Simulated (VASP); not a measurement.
# LiMg (P4/mmm) in VASP: density of states with LDA

Aim: the density of states of LiMg with LDA.

Program: VASP 6.6.1. These are calculated values, not measurements. Logs are shortened: lines on timing, memory, paths and dates and some standing lists are left out, and cuts for length are marked.

### 1 The cell of the first run

It takes space group P4/mmm (No. 123, tetragonal). The conventional cell has a = 3.378 Å, b = 3.378 Å, c = 3.553 Å, α = 90.00°, β = 90.00°, γ = 90.00°. Li (site symmetry 4/mmm) has 8 Mg at 2.98 Å and 6 Li at 3.38 to 3.55 Å within 3.9 Å. Within 3.9 Å of Mg (site symmetry 4/mmm) lie 8 Li at 2.98 Å and 6 Mg at 3.38 to 3.55 Å.

### 2 Density of states, LDA

The input, POSCAR:

```
LiMg
1.0
    3.3781850000      0.0000000000      0.0000000000
    0.0000000000      3.3781850000      0.0000000000
    0.0000000000      0.0000000000      3.5526100000
Li Mg
1 1
Direct
    0.0000000000      0.0000000000      0.0000000000
    0.5000000000      0.5000000000      0.5000000000
```

The input, INCAR.step1:

```
  PREC = Accurate
  ENCUT = 520
  EDIFF = 1E-6
  ISMEAR = -1
  SIGMA = 0.05
  LREAL = F
  LASPH = T
  NELM = 80
  ALGO = Normal
  ISIF = 2
  LWAVE = F
  LCHARG = T
  GGA = CA
  NBANDS = 10
```

The input, KPOINTS.step1:

```
regular mesh
0
Gamma
  5 5 5
```

The input, INCAR.step2:

```
  PREC = Accurate
  ENCUT = 520
  EDIFF = 1E-6
  ISMEAR = -5
  SIGMA = 0.05
  LREAL = F
  LASPH = T
  NELM = 80
  ALGO = Normal
  ISIF = 2
  LWAVE = F
  LCHARG = F
  GGA = CA
  LORBIT = 10
  NEDOS = 2001
  ICHARG = 11
```

The input, KPOINTS.step2:

```
regular mesh
0
Gamma
  8 8 8
```

Potentials or basis: VASP PAW LDA potentials, release 64 (Li_sv, Mg).

Command:

```console
> cat potpaw_LDA.64/Li_sv/POTCAR potpaw_LDA.64/Mg/POTCAR > POTCAR
> cp INCAR.step1 INCAR
> cp KPOINTS.step1 KPOINTS
> mpirun -np 1 vasp_std > vasp.out
> cp INCAR.step2 INCAR
> cp KPOINTS.step2 KPOINTS
> mpirun -np 1 vasp_std > vasp.out
```

OUTCAR:

```text
PREC = Accurate
   ENCUT = 520
   EDIFF = 1E-6
   ISMEAR = -5
   LREAL = F
   LASPH = T
   NELM = 80
   ISIF = 2
   GGA = CA
   LORBIT = 10
   ICHARG = 11

 ion  position               nearest neighbor table
   1  0.000  0.000  0.000-   2 2.98   2 2.98   2 2.98   2 2.98   2 2.98   2 2.98   2 2.98   2 2.98

   2  0.500  0.500  0.500-   1 2.98   1 2.98   1 2.98   1 2.98   1 2.98   1 2.98   1 2.98   1 2.98

  LATTYP: Found a simple tetragonal cell.
 ALAT       =     3.3781850000
 C/A-ratio  =     1.0516327555

  Lattice vectors:

 A1 = (   3.3781850000,   0.0000000000,   0.0000000000)
 A2 = (   0.0000000000,   3.3781850000,   0.0000000000)
 A3 = (   0.0000000000,   0.0000000000,   3.5526100000)

Analysis of symmetry for initial positions (statically):
=====================================================================
 Subroutine PRICEL returns:
 Original cell was already a primitive cell.

 Routine SETGRP: Setting up the symmetry group for a
 simple tetragonal supercell.

 Subroutine GETGRP returns: Found 16 space group operations
 (whereof 16 operations were pure point group operations)
 out of a pool of 16 trial point group operations.

The static configuration has the point symmetry D_4h.

Analysis of symmetry for dynamics (positions and initial velocities):
=====================================================================
 Subroutine PRICEL returns:
 Original cell was already a primitive cell.

 Routine SETGRP: Setting up the symmetry group for a
 simple tetragonal supercell.

 Subroutine GETGRP returns: Found 16 space group operations
 (whereof 16 operations were pure point group operations)
 out of a pool of 16 trial point group operations.

The dynamic configuration has the point symmetry D_4h.

 Subroutine INISYM returns: Found 16 space group operations
 (whereof 16 operations are pure point group operations),
 and found     1 'primitive' translations

----------------------------------------------------------------------------------------

                                     Primitive cell

  volume of cell :      40.5429

  direct lattice vectors                    reciprocal lattice vectors
     3.378185000  0.000000000  0.000000000     0.296016944  0.000000000  0.000000000
     0.000000000  3.378185000  0.000000000     0.000000000  0.296016944  0.000000000
[... 94 lines left out ...]
   ISYM   =      2    0-nonsym 1-usesym 2-fastsym
   POTIM  = 0.5000    time-step for ionic-motion
   TEBEG  =    0.0;   TEEND  =   0.0 temperature during run
   PSTRESS=    0.0 pullay stress
   NELECT =       5.0000    total number of electrons
   NUPDOWN=      -1.0000    fix difference up-down
   EMIN   =  10.00;   EMAX   =-10.00  energy-range for DOS
   EFERMI =   0.00;   METHOD = LEGACY
   ISMEAR =    -5;   SIGMA  =   0.05  broadening in eV -4-tet -1-fermi 0-gaus
   EFERMI_NEDOS =   21; number of points for ismear=-14 and -15
   IALGO  =     38    algorithm
   IMIX   =      4    mixing-type and parameters
     AMIX     =   0.40;   BMIX     =  1.00
     AMIX_MAG =   1.60;   BMIX_MAG =  1.00
  volume/ion in A,a.u.               =      20.27       136.80
  Fermi-wavevector in a.u.,A,eV,Ry     =   0.814879  1.539899  9.034657  0.664029
  Thomas-Fermi vector in A             =   1.924866
   LORBIT       =     10    0 simple, 1 ext, 2 COOP (PROOUT), +10 PAW based schemes
   GGA     = CA    functional components
   LHFCALC =     F    Hartree Fock is set to
   AEXX    =    0.0000 exact exchange contribution
   IVDW    =     0    specifies the selected vdW correction
   LEPSILON=     F    determine dielectric tensor
   LRPA    =     F    only Hartree local field effects (RPA)
 non-spin polarized calculation
 Fermi weights with tetrahedron method with Bloechl corrections
  energy-cutoff  :      520.00
  volume of cell :       40.54
 maximum number of plane-waves:      1112
 NGX is ok and might be reduce to    28

 number of electron       4.9999999 magnetization

 Free energy of the ion-electron system (eV)
  ---------------------------------------------------
  ext. energy  EPLUGINS =         0.00000000
  ---------------------------------------------------
  free energy    TOTEN  =        -4.00163190 eV

  energy without entropy =       -4.00163190  energy(sigma->0) =       -4.00163190

 E-fermi :   1.6567     XC(G=0):  -8.1922

 val. band max:        1.9871596614   @ k =   0.5000   0.5000   0.2500
 cond. band min:       1.5324525875   @ k =   0.5000   0.3750   0.2500
 fundamental gap:     -0.4547070739
 Fermi energy:         1.6567100874

 k-point     1 :       0.0000    0.0000    0.0000
  band No.  band energies     occupation
      1     -43.5708      2.00000
      2      -3.8360      2.00000
      3       5.8999      0.00000
      4       7.0667      0.00000
      5       7.0667      0.00000
      6       7.2868      0.00000
[... 199 lines left out ...]
 k-point    24 :       0.5000    0.1250    0.1250
  band No.  band energies     occupation
      1     -43.5681      2.00000
      2      -1.1431      2.00000
      3       0.0800      2.03025
      4       7.2066      0.00000
      5       7.3214      0.00000
      6       8.5530      0.00000

 [... further k-points ...]

------------------------ aborting loop because EDIFF is reached ----------------------------------------

  FORCE on cell =-STRESS in cart. coord.  units (eV):
  Direction    XX          YY          ZZ          XY          YZ          ZX
  --------------------------------------------------------------------------------------
  -------------------------------------------------------------------------------------
  Total       -0.4769251     -0.4769251     -0.6691874      0.0000000      0.0000000      0.0000000
  in kB      -18.8471786    -18.8471786    -26.4450214      0.0000000      0.0000000      0.0000000
  external PRESSURE =     -21.3797929 kB  Pullay stress =       0.0000000 kB

 VOLUME and BASIS-vectors are now :
 -----------------------------------------------------------------------------
  energy-cutoff  :      520.00
  volume of cell :       40.54
      direct lattice vectors                 reciprocal lattice vectors
     3.378185000  0.000000000  0.000000000     0.296016944  0.000000000  0.000000000
     0.000000000  3.378185000  0.000000000     0.000000000  0.296016944  0.000000000
     0.000000000  0.000000000  3.552610000     0.000000000  0.000000000  0.281483191

 POSITION                                       TOTAL-FORCE (eV/Angst)
 -----------------------------------------------------------------------------------
      0.00000      0.00000      0.00000         0.000000      0.000000      0.000000
      1.68909      1.68909      1.77631         0.000000      0.000000      0.000000
 -----------------------------------------------------------------------------------
    total drift:                               -0.000000     -0.000000     -0.000000

  FREE ENERGIE OF THE ION-ELECTRON SYSTEM (eV)
  ---------------------------------------------------
  free  energy   TOTEN  =        -4.0016318961 eV

  energy  without entropy=       -4.0016318961  energy(sigma->0) =       -4.00163190

 total charge

# of ion       s       p       d       tot
------------------------------------------
    1        2.028   0.072   0.000   2.100
    2        0.224   0.124   0.006   0.355
--------------------------------------------------
tot          2.252   0.196   0.006   2.454
```

OUTCAR.step1:

```text
PREC = Accurate
   ENCUT = 520
   EDIFF = 1E-6
   ISMEAR = -1
   LREAL = F
[... 449 lines left out ...]
      0.00000      0.00000      0.00000         0.000000      0.000000      0.000000
      1.68909      1.68909      1.77631         0.000000      0.000000      0.000000
 -----------------------------------------------------------------------------------
    total drift:                               -0.000000     -0.000000     -0.000000

  FREE ENERGIE OF THE ION-ELECTRON SYSTEM (eV)
  ---------------------------------------------------
  free  energy   TOTEN  =        -4.0068613982 eV

  energy  without entropy=       -3.9999348619  energy(sigma->0) =       -4.00339813
```

It took 14 s on 1 thread of AMD EPYC 7R13 (Zen 3), shared host; peak memory 0.12 GiB.

What came out:

| Quantity | Value |
| --- | --- |
| Valence electrons inside the program's atomic spheres | Li 2.10; Mg 0.35 |

Caveat: the k points lie up to 0.37 Å⁻¹ apart; the cutoff is under 1.25 times the usual one of these potentials, so pressure, stress and relaxed cells hold a basis-set (Pulay) error; tetrahedron occupations give inexact forces and stress in metals.
